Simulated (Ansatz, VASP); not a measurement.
Given: the input of a run of Ansatz 0.2.0 on CdSe.

File input.yaml:

```yaml
crystal:
  lattice:
    - [4.2122202675, 0.0, 0.0]
    - [-2.1061101337, 3.647889758, 0.0]
    - [0.0, 0.0, 6.8766944832]
  atoms:
    - { symbol: Cd, position: [0.6666666667, 0.3333333333, 0.5] }
    - { symbol: Cd, position: [0.3333333333, 0.6666666667, 0.0] }
    - { symbol: Se, position: [0.6666666667, 0.3333333333, 0.885] }
    - { symbol: Se, position: [0.3333333333, 0.6666666667, 0.385] }
kpoints:
  mp_grid: { grid: [7, 7, 4] }
scf:
  occupations: { method: fermi_dirac, width: 0.05 }
hamiltonian:
  xc: lda
  pseudopotentials: { kind: all_electron, lapw: { basis_error: 0.002 } }
output:
  forces: true
  stress: true
  eigenvalues: true
```

Potentials or basis: all-electron LAPW, scalar-relativistic.

Run with:

```bash
$ ansatz run input.yaml --threads 2 --pin off --max-ram 8192MiB --backend cpu --events-out ev --progress --plain --runs-dir out
```

Question: Translate it to VASP 6.6.1. Potentials there: VASP PAW LDA potentials, release 64 (Cd, Se).

Answer: As run (the cutoff follows the program's own potentials):

INCAR

```
PREC = Accurate ; ENCUT = 520
EDIFF = 1E-7 ; ISMEAR = -1
SIGMA = 0.05 ; LREAL = False
LASPH = True ; NELM = 60
ALGO = Normal ; ISIF = 2
LWAVE = False ; LCHARG = False
GGA = CA ; NBANDS = 26
```

File KPOINTS:

```
regular mesh
0
Gamma
  7 7 4
```

POSCAR

```
CdSe
1.0
    4.2122202675      0.0000000000      0.0000000000
   -2.1061101337      3.6478897580      0.0000000000
    0.0000000000      0.0000000000      6.8766944832
Cd Se
2 2
Direct
    0.6666666667      0.3333333333      0.5000000000
    0.3333333333      0.6666666667      0.0000000000
    0.6666666667      0.3333333333      0.8850000000
    0.3333333333      0.6666666667      0.3850000000
```

Potentials or basis: VASP PAW LDA potentials, release 64 (Cd, Se).

Launch:

```sh
$ cat potpaw_LDA.64/Cd/POTCAR potpaw_LDA.64/Se/POTCAR > POTCAR
$ mpirun -np 1 vasp_std > vasp.out
```

Both were run:

|  | VASP | Ansatz | Ansatz less VASP |
| --- | --- | --- | --- |
| gap on the k mesh at the Fermi level (eV) | 0.59 | 0.55 | -0.036 |
| least direct gap on the mesh (eV) | 0.59 | 0.55 | -0.036 |
| pressure (GPa) | 2.3 | 1.7 | -0.53 |
| traceless stress, the component that is largest in VASP (GPa) | -1.69 | -1.61 | +0.088 |
| rms of the force components (eV/Å) | 0.193 | 0.185 | -0.0083 |

LDA's correlation is that of Perdew and Zunger in VASP and of Perdew and Wang (1992) in Ansatz. Atom by atom the forces differ by 0.008 eV/Å (rms over components). Ansatz ran all-electron here, and VASP with PAW potentials.
